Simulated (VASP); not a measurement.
# Cu in VASP: further runs

Cu is run at these levels: r2SCAN+D3(BJ); tasks: single point.

All numbers are computed with VASP 6.6.1; they aren't measurements. Logs are shortened: lines on timing, memory, paths and dates and some standing lists are left out, and cuts for length are marked.

## Step 1: The cell of the first run

It takes space group Fm-3m (No. 225, cubic). Conventional cell: a = 3.615 Å, b = 3.615 Å, c = 3.615 Å, α = 90.00°, β = 90.00°, γ = 90.00°. Within 3.4 Å of Cu (site symmetry m-3m) lie 12 Cu at 2.56 Å.

## Step 2: Single point, r2SCAN+D3(BJ)

The input, POSCAR:

```
Cu
1.0
    0.0000000000      1.8075000000      1.8075000000
    1.8075000000      0.0000000000      1.8075000000
    1.8075000000      1.8075000000      0.0000000000
Cu
1
Direct
    0.0000000000      0.0000000000      0.0000000000
```

The input, INCAR.step1:

```
SYSTEM = Cu
PREC = Accurate ; ENCUT = 520
ISMEAR = -1 ; SIGMA = 0.1
LREAL = .False. ; LASPH = .True.
NELM = 100 ; NBANDS = 12
GGA = PE ; ALGO = Normal
EDIFF = 1E-4 ; LWAVE = .True.
LCHARG = .False.
```

The input, INCAR.step2:

```
SYSTEM = Cu
PREC = Accurate ; ENCUT = 520
EDIFF = 1E-7 ; ISMEAR = -1
SIGMA = 0.1 ; LREAL = .False.
LASPH = .True. ; NELM = 100
ALGO = Normal ; ISIF = 2
LWAVE = .False. ; LCHARG = .False.
METAGGA = R2SCAN ; LMIXTAU = .True.
IVDW = 12 ; VDW_S6 = 1.0
VDW_S8 = 0.78981345 ; VDW_A1 = 0.49484001
VDW_A2 = 5.73083694 ; NBANDS = 12
ISTART = 1
```

The input, KPOINTS:

```
regular mesh
0
Gamma
  16 16 16
  0 0 0
```

Potentials or basis: VASP PAW PBE potentials, release 64 (Cu).

Run with:

```console
> cat potpaw_PBE.64/Cu/POTCAR > POTCAR
> cp INCAR.step1 INCAR
> mpirun -np 1 vasp_std > vasp.out
> cp INCAR.step2 INCAR
> mpirun -np 1 vasp_std > vasp.out
```

OUTCAR:

```text
SYSTEM = Cu
   PREC = Accurate
   ENCUT = 520
   EDIFF = 1E-7
   ISMEAR = -1
   LREAL = .False.
   LASPH = .True.
   NELM = 100
   ISIF = 2
   METAGGA = R2SCAN
   IVDW = 12
   ISTART = 1
 IVDW          = 12

 ion  position               nearest neighbor table
   1  0.000  0.000  0.000-

  LATTYP: Found a face centered cubic cell.
 ALAT       =     3.6150000000

  Lattice vectors:

 A1 = (   0.0000000000,   1.8075000000,   1.8075000000)
 A2 = (   1.8075000000,   0.0000000000,   1.8075000000)
 A3 = (   1.8075000000,   1.8075000000,   0.0000000000)

Analysis of symmetry for initial positions (statically):
=====================================================================
 Subroutine PRICEL returns:
 Original cell was already a primitive cell.

 Routine SETGRP: Setting up the symmetry group for a
 face centered cubic supercell.

 Subroutine GETGRP returns: Found 48 space group operations
 (whereof 48 operations were pure point group operations)
 out of a pool of 48 trial point group operations.

The static configuration has the point symmetry O_h .

Analysis of symmetry for dynamics (positions and initial velocities):
=====================================================================
 Subroutine PRICEL returns:
 Original cell was already a primitive cell.

 Routine SETGRP: Setting up the symmetry group for a
 face centered cubic supercell.

 Subroutine GETGRP returns: Found 48 space group operations
 (whereof 48 operations were pure point group operations)
 out of a pool of 48 trial point group operations.

The dynamic configuration has the point symmetry O_h .

 Subroutine INISYM returns: Found 48 space group operations
 (whereof 48 operations are pure point group operations),
 and found     1 'primitive' translations

----------------------------------------------------------------------------------------

                                     Primitive cell

  volume of cell :      11.8104

  direct lattice vectors                    reciprocal lattice vectors
     0.000000000  1.807500000  1.807500000    -0.276625173  0.276625173  0.276625173
     1.807500000  0.000000000  1.807500000     0.276625173 -0.276625173  0.276625173
     1.807500000  1.807500000  0.000000000     0.276625173  0.276625173 -0.276625173

  length of vectors
     2.556191014  2.556191014  2.556191014     0.479128854  0.479128854  0.479128854

  position of ions in fractional coordinates (direct lattice)
     0.000000000  0.000000000  0.000000000

  ion indices of the primitive-cell ions
   primitive index   ion index
                 1           1

----------------------------------------------------------------------------------------

 KPOINTS: regular mesh

Automatic generation of k-mesh.
 Grid dimensions read from file:
 generate k-points for:   16   16   16

 Generating k-lattice:

  Cartesian coordinates                     Fractional coordinates (reciprocal lattice)
    -0.017289073  0.017289073  0.017289073     0.062500000  0.000000000  0.000000000
     0.017289073 -0.017289073  0.017289073     0.000000000  0.062500000  0.000000000
     0.017289073  0.017289073 -0.017289073     0.000000000  0.000000000  0.062500000

  Length of vectors
     0.029945553  0.029945553  0.029945553

  Shift w.r.t. Gamma in fractional coordinates (k-lattice)
     0.000000000  0.000000000  0.000000000

 Subroutine IBZKPT returns following result:
 ===========================================

 Found    145 irreducible k-points:

 Following reciprocal coordinates:
            Coordinates               Weight
  0.000000  0.000000  0.000000      1.000000
  0.062500  0.000000  0.000000      8.000000
  0.125000  0.000000  0.000000      8.000000
  0.187500  0.000000  0.000000      8.000000
  0.250000  0.000000  0.000000      8.000000
  0.312500  0.000000  0.000000      8.000000
[... 16 lines left out ...]
 -0.125000  0.062500  0.000000     24.000000
 -0.062500  0.062500  0.000000     12.000000
 [... further k-points ...]
   k-points           NKPTS =    145   k-points in BZ     NKDIM =    145   number of bands    NBANDS=     12
   number of dos      NEDOS =    301   number of ions     NIONS =      1
   total plane-waves  NPLWV =   8000
   dimension x,y,z NGX =    20 NGY =   20 NGZ =   20
   dimension x,y,z NGXF=    40 NGYF=   40 NGZF=   40
   ions per type =               1
   NGX,Y,Z   is equivalent  to a cutoff of  13.01, 13.01, 13.01 a.u.
   NGXF,Y,Z  is equivalent  to a cutoff of  26.01, 26.01, 26.01 a.u.
 SYSTEM =  Cu
   PREC   = accura    normal or accurate (medium, high low for compatibility)
   ISTART =      1    job   : 0-new  1-cont  2-samecut
   ICHARG =      0    charge: 1-file 2-atom 10-const
   ISPIN  =      1    spin polarized calculation?
   LNONCOLLINEAR =      F non collinear calculations
   LSORBIT =      F    spin-orbit coupling
   LASPH  =      T    aspherical Exc in radial PAW
   ENCUT  =  520.0 eV  38.22 Ry    6.18 a.u.   4.75  4.75  4.75*2*pi/ulx,y,z
   NELM   =    100;   NELMIN=  2; NELMDL=  0     # of ELM steps
   EDIFF  = 0.1E-06   stopping-criterion for ELM
   LREAL  =      F    real-space projection
   EDIFFG = 0.1E-05   stopping-criterion for IOM
   NSW    =      0    number of steps for IOM
   IBRION =     -1    ionic relax: 0-MD 1-quasi-New 2-CG
   NFREE  =      0    steps in history (QN), initial steepest desc. (CG)
   ISIF   =      2    stress and relaxation
   ISYM   =      2    0-nonsym 1-usesym 2-fastsym
   POTIM  = 0.5000    time-step for ionic-motion
   TEBEG  =    0.0;   TEEND  =   0.0 temperature during run
   PSTRESS=    0.0 pullay stress
   NELECT =      11.0000    total number of electrons
   NUPDOWN=      -1.0000    fix difference up-down
   EMIN   =  10.00;   EMAX   =-10.00  energy-range for DOS
   EFERMI =   0.00;   METHOD = LEGACY
   ISMEAR =    -1;   SIGMA  =   0.10  broadening in eV -4-tet -1-fermi 0-gaus
   EFERMI_NEDOS =   21; number of points for ismear=-14 and -15
   IALGO  =     38    algorithm
   IMIX   =      4    mixing-type and parameters
     AMIX     =   0.40;   BMIX     =  1.00
     AMIX_MAG =   1.60;   BMIX_MAG =  1.00
  volume/ion in A,a.u.               =      11.81        79.70
  Fermi-wavevector in a.u.,A,eV,Ry     =   1.598763  3.021224 34.777078  2.556043
  Thomas-Fermi vector in A             =   2.696162
   LORBIT       =      0    0 simple, 1 ext, 2 COOP (PROOUT), +10 PAW based schemes
   METAGGA = R2SCAN    functional components
   LHFCALC =     F    Hartree Fock is set to
   AEXX    =    0.0000 exact exchange contribution
   IVDW    =    12    specifies the selected vdW correction
   LEPSILON=     F    determine dielectric tensor
   LRPA    =     F    only Hartree local field effects (RPA)
 non-spin polarized calculation
  energy-cutoff  :      520.00
  volume of cell :       11.81
 maximum number of plane-waves:       332
   NGX =  9   NGY =  9   NGZ =  9

 number of electron      11.0000001 magnetization

 Free energy of the ion-electron system (eV)
  ---------------------------------------------------
  ext. energy  EPLUGINS =         0.00000000
  ---------------------------------------------------
  free energy    TOTEN  =       -10.82754261 eV

  energy without entropy =      -10.81796141  energy(sigma->0) =      -10.82275201

 E-fermi :   7.3732     XC(G=0): -13.7438

 val. band max:        7.3413786230   @ k =   0.5000   0.1875   0.0625
 cond. band min:       7.4055636570   @ k =   0.5000   0.3125   0.1250
 fundamental gap:      0.0641850341
 Fermi energy:         7.3732338755

 k-point     1 :       0.0000    0.0000    0.0000
  band No.  band energies     occupation
      1      -2.2696      2.00000
      2       4.2631      2.00000
      3       4.2632      2.00000
      4       4.2632      2.00000
      5       5.0779      2.00000
      6       5.0779      2.00000
      7      30.7797      0.00000
      8      33.8115      0.00000
      9      33.8115      0.00000
     10      33.8118      0.00000
     11      36.1961      0.00000
     12      36.1961      0.00000

 k-point     2 :       0.0625    0.0000    0.0000
  band No.  band energies     occupation
      1      -2.1217      2.00000
      2       4.2319      2.00000
      3       4.2905      2.00000
      4       4.2905      2.00000
      5       5.0672      2.00000
      6       5.0672      2.00000
      7      29.9239      0.00000
      8      32.1553      0.00000
      9      33.3180      0.00000
     10      33.3182      0.00000
     11      36.8975      0.00000
     12      36.8976      0.00000

 k-point     3 :       0.1250    0.0000    0.0000
  band No.  band energies     occupation
      1      -1.6844      2.00000
      2       4.1491      2.00000
      3       4.3577      2.00000
      4       4.3578      2.00000
      5       5.0488      2.00000
      6       5.0488      2.00000
      7      26.9717      0.00000
      8      31.5274      0.00000
      9      32.5070      0.00000
     10      32.5072      0.00000
     11      38.2227      0.00000
     12      38.2227      0.00000
[... 286 lines left out ...]
 k-point    23 :      -0.1250    0.0625    0.0000
  band No.  band energies     occupation
      1      -1.3505      2.00000
      2       4.0763      2.00000
      3       4.4081      2.00000
      4       4.4101      2.00000
      5       4.9604      2.00000
      6       5.1278      2.00000
      7      25.9401      0.00000
      8      28.7704      0.00000
      9      32.8343      0.00000
     10      34.2733      0.00000
     11      36.6340      0.00000
     12      37.3005      0.00000

 k-point    24 :      -0.0625    0.0625    0.0000
  band No.  band energies     occupation
      1      -1.8773      2.00000
      2       4.1745      2.00000
      3       4.3300      2.00000
      4       4.3435      2.00000
      5       5.0140      2.00000
      6       5.0916      2.00000
      7      28.8070      0.00000
      8      30.1046      0.00000
      9      32.7504      0.00000
     10      34.3621      0.00000
     11      36.3973      0.00000
     12      37.1272      0.00000

 [... further k-points ...]

------------------------ aborting loop because EDIFF is reached ----------------------------------------

 Edisp (eV)   -0.27438

 E8    (eV) :    -0.0919

  FORCE on cell =-STRESS in cart. coord.  units (eV):
  Direction    XX          YY          ZZ          XY          YZ          ZX
  --------------------------------------------------------------------------------------
  -------------------------------------------------------------------------------------
  Total      -0.58058    -0.58058    -0.58058    -0.00000    -0.00000     0.00000
  in kB     -78.76014   -78.76014   -78.76014    -0.00000    -0.00000     0.00000
  external pressure =      -78.76 kB  Pullay stress =        0.00 kB

 VOLUME and BASIS-vectors are now :
 -----------------------------------------------------------------------------
  energy-cutoff  :      520.00
  volume of cell :       11.81
      direct lattice vectors                 reciprocal lattice vectors
     0.000000000  1.807500000  1.807500000    -0.276625173  0.276625173  0.276625173
     1.807500000  0.000000000  1.807500000     0.276625173 -0.276625173  0.276625173
     1.807500000  1.807500000  0.000000000     0.276625173  0.276625173 -0.276625173

 POSITION                                       TOTAL-FORCE (eV/Angst)
 -----------------------------------------------------------------------------------
      0.00000      0.00000      0.00000         0.000000     -0.000000      0.000000
 -----------------------------------------------------------------------------------
    total drift:                                0.000000      0.000000      0.000000

  FREE ENERGIE OF THE ION-ELECTRON SYSTEM (eV)
  ---------------------------------------------------
  free  energy   TOTEN  =       -11.1019218697 eV

  energy  without entropy=      -11.0923406692  energy(sigma->0) =      -11.09713127
```

It took 46 s on 1 thread of Intel Xeon Platinum 8488C (Sapphire Rapids), shared host; peak memory 0.15 GiB.

What came out:

```
Free energy                : -11.1019 eV
Pressure                   : -7.9 GPa
Dispersion energy per atom : -0.274 eV
```

Caveat: three body term missing; the PAW data sets were made with another functional, which shifts forces and pressure a little; pairwise dispersion overbinds metals, which lowers pressure and volume.

## Step 3: Single point, r2SCAN+D3(BJ)

This run uses another cell than the first one, of 11.69 Å³/atom, 0.990 times its volume.

The input, POSCAR:

```
Cu
1.0
    0.0000000000      1.8075000000      1.7894250000
    1.8075000000      0.0000000000      1.7894250000
    1.8075000000      1.8075000000      0.0000000000
Cu
1
Direct
    0.0000000000      0.0000000000      0.0000000000
```

The input, INCAR.step1:

```
PREC = Accurate ; ENCUT = 520
ISMEAR = -1 ; SIGMA = 0.1
LREAL = F ; LASPH = T
NELM = 60 ; NBANDS = 12
GGA = PE ; ALGO = Normal
EDIFF = 1E-4 ; LWAVE = T
LCHARG = F
```

The input, INCAR.step2:

```
PREC = Accurate ; ENCUT = 520
EDIFF = 1E-6 ; ISMEAR = -1
SIGMA = 0.1 ; LREAL = F
LASPH = T ; NELM = 60
ALGO = Normal ; ISIF = 2
LWAVE = F ; LCHARG = F
METAGGA = R2SCAN ; LMIXTAU = T
IVDW = 12 ; VDW_S6 = 1.0
VDW_S8 = 0.78981345 ; VDW_A1 = 0.49484001
VDW_A2 = 5.73083694 ; NBANDS = 12
ISTART = 1
```

The input, KPOINTS:

```
regular mesh
0
Gamma
  16 16 16
```

Potentials or basis: VASP PAW PBE potentials, release 64 (Cu).

Run with:

```console
> cat potpaw_PBE.64/Cu/POTCAR > POTCAR
> cp INCAR.step1 INCAR
> mpirun -np 1 vasp_std > vasp.out
> cp INCAR.step2 INCAR
> mpirun -np 1 vasp_std > vasp.out
```

OUTCAR:

```text
PREC = Accurate
   ENCUT = 520
   EDIFF = 1E-6
   ISMEAR = -1
   LREAL = F
   LASPH = T
   NELM = 60
   ISIF = 2
   METAGGA = R2SCAN
   IVDW = 12
   ISTART = 1
 IVDW          = 12

 ion  position               nearest neighbor table
   1  0.000  0.000  0.000-

  LATTYP: Found a body centered tetragonal cell.
 ALAT       =     2.5561910140
 C/A-ratio  =     1.4000714267

  Lattice vectors:

 A1 = (   0.0000000000,  -1.8075000000,  -1.7894250000)
 A2 = (   0.0000000000,   1.8075000000,  -1.7894250000)
 A3 = (   1.8075000000,   0.0000000000,   1.7894250000)

Analysis of symmetry for initial positions (statically):
=====================================================================
 Subroutine PRICEL returns:
 Original cell was already a primitive cell.

 Routine SETGRP: Setting up the symmetry group for a
 body centered tetragonal supercell.

 Subroutine GETGRP returns: Found 16 space group operations
 (whereof 16 operations were pure point group operations)
 out of a pool of 16 trial point group operations.

[... 166 lines left out ...]
 k-point     1 :       0.0000    0.0000    0.0000
  band No.  band energies     occupation
      1      -2.2252      2.00000
      2       4.3392      2.00000
      3       4.3392      2.00000
      4       4.3886      2.00000
      5       5.1592      2.00000
      6       5.2075      2.00000
      7      30.9897      0.00000
      8      34.0835      0.00000
      9      34.0837      0.00000
     10      34.1349      0.00000
     11      36.4770      0.00000
     12      36.5037      0.00000
[... 331 lines left out ...]
 k-point    24 :      -0.0625    0.0625    0.0000
  band No.  band energies     occupation
      1      -1.8328      2.00000
      2       4.2525      2.00000
      3       4.4074      2.00000
      4       4.4676      2.00000
      5       5.0962      2.00000
      6       5.2181      2.00000
      7      29.0741      0.00000
      8      30.3913      0.00000
      9      33.0267      0.00000
     10      34.6321      0.00000
     11      36.7025      0.00000
     12      37.3448      0.00000

 [... further k-points ...]

------------------------ aborting loop because EDIFF is reached ----------------------------------------

 Edisp (eV)   -0.27718

 E8    (eV) :    -0.0928

  FORCE on cell =-STRESS in cart. coord.  units (eV):
  Direction    XX          YY          ZZ          XY          YZ          ZX
  --------------------------------------------------------------------------------------
  -------------------------------------------------------------------------------------
  Total      -0.48681    -0.48681    -0.45210     0.00000     0.00000    -0.00000
  in kB     -66.70728   -66.70728   -61.95067     0.00000     0.00000    -0.00000
  external pressure =      -65.12 kB  Pullay stress =        0.00 kB

 VOLUME and BASIS-vectors are now :
 -----------------------------------------------------------------------------
  energy-cutoff  :      520.00
  volume of cell :       11.69
      direct lattice vectors                 reciprocal lattice vectors
     0.000000000  1.807500000  1.789425000    -0.276625173  0.276625173  0.279419367
     1.807500000  0.000000000  1.789425000     0.276625173 -0.276625173  0.279419367
     1.807500000  1.807500000  0.000000000     0.276625173  0.276625173 -0.279419367

 POSITION                                       TOTAL-FORCE (eV/Angst)
 -----------------------------------------------------------------------------------
      0.00000      0.00000      0.00000         0.000000     -0.000000      0.000000
 -----------------------------------------------------------------------------------
    total drift:                                0.000000      0.000000      0.000000

  FREE ENERGIE OF THE ION-ELECTRON SYSTEM (eV)
  ---------------------------------------------------
  free  energy   TOTEN  =       -11.1069752407 eV

  energy  without entropy=      -11.0974327757  energy(sigma->0) =      -11.10220401
```

OUTCAR.step1:

```text
PREC = Accurate
   ENCUT = 520
   ISMEAR = -1
   LREAL = F
   LASPH = T
   NELM = 60
[... 574 lines left out ...]

 POSITION                                       TOTAL-FORCE (eV/Angst)
 -----------------------------------------------------------------------------------
      0.00000      0.00000      0.00000        -0.000000      0.000000      0.000000
 -----------------------------------------------------------------------------------
    total drift:                                0.000000      0.000000      0.000000

  FREE ENERGIE OF THE ION-ELECTRON SYSTEM (eV)
  ---------------------------------------------------
  free  energy   TOTEN  =        -3.7291522017 eV

  energy  without entropy=       -3.7191881219  energy(sigma->0) =       -3.72417016
```

OSZICAR.step1:

```text
N       E                     dE             d eps       ncg     rms          rms(c)
DAV:   1     0.433083118555E+02    0.43308E+02   -0.53878E+03  9196   0.154E+03
DAV:   2    -0.323758806065E+01   -0.46546E+02   -0.42888E+02  8664   0.205E+02
DAV:   3    -0.462965873427E+01   -0.13921E+01   -0.13839E+01  9808   0.407E+01
DAV:   4    -0.463818240628E+01   -0.85237E-02   -0.85222E-02  9480   0.280E+00
DAV:   5    -0.463826168977E+01   -0.79283E-04   -0.79282E-04  9912   0.275E-01    0.770E+00
DAV:   6    -0.410458357133E+01    0.53368E+00   -0.14395E+01  9992   0.721E+01    0.388E+00
DAV:   7    -0.374201675450E+01    0.36257E+00   -0.22617E+00 10020   0.285E+01    0.593E-01
DAV:   8    -0.373067075952E+01    0.11346E-01   -0.43331E-03  9608   0.907E-01    0.295E-01
DAV:   9    -0.372915227285E+01    0.15185E-02   -0.93178E-03 10404   0.168E+00    0.313E-02
DAV:  10    -0.372915220170E+01    0.71149E-07   -0.36756E-05  5132   0.112E-01
   1 F= -.37291522E+01 E0= -.37241702E+01  d E =-.996408E-02
```

It took 2.4 min on 1 thread of Intel Xeon Platinum 8488C (Sapphire Rapids), shared host; peak memory 0.18 GiB.

Results:

```
Free energy                : -11.1070 eV
Pressure                   : -6.5 GPa
Dispersion energy per atom : -0.277 eV
```

Levels at points of the mesh, in eV from the Fermi level:
| k point | band 2 | band 3 | band 4 | band 5 | band 6 | band 7 | band 8 | band 9 | band 10 | band 11 |
| --- | --- | --- | --- | --- | --- | --- | --- | --- | --- | --- |
| (0.00, 0.00, 0.00) | -3.16 | -3.16 | -3.11 | -2.34 | -2.29 | 23.49 | 26.58 | 26.58 | 26.63 | 28.98 |
| (0.50, 0.00, 0.00) | -3.22 | -3.17 | -1.73 | -1.71 | -1.05 | 4.05 | 21.96 | 23.15 | 23.53 | 26.09 |
| (0.50, 0.50, 0.00) | -4.62 | -1.75 | -1.56 | -1.56 | 1.76 | 7.71 | 13.70 | 13.70 | 18.11 | 21.19 |
| (0.50, 0.00, 0.50) | -4.61 | -1.75 | -1.58 | -1.55 | 1.53 | 7.44 | 13.94 | 13.96 | 18.32 | 21.42 |

Caveat: three body term missing; the PAW data sets were made with another functional, which shifts forces and pressure a little; pairwise dispersion overbinds metals, which lowers pressure and volume.

(Part 1 of 2 ends here.)
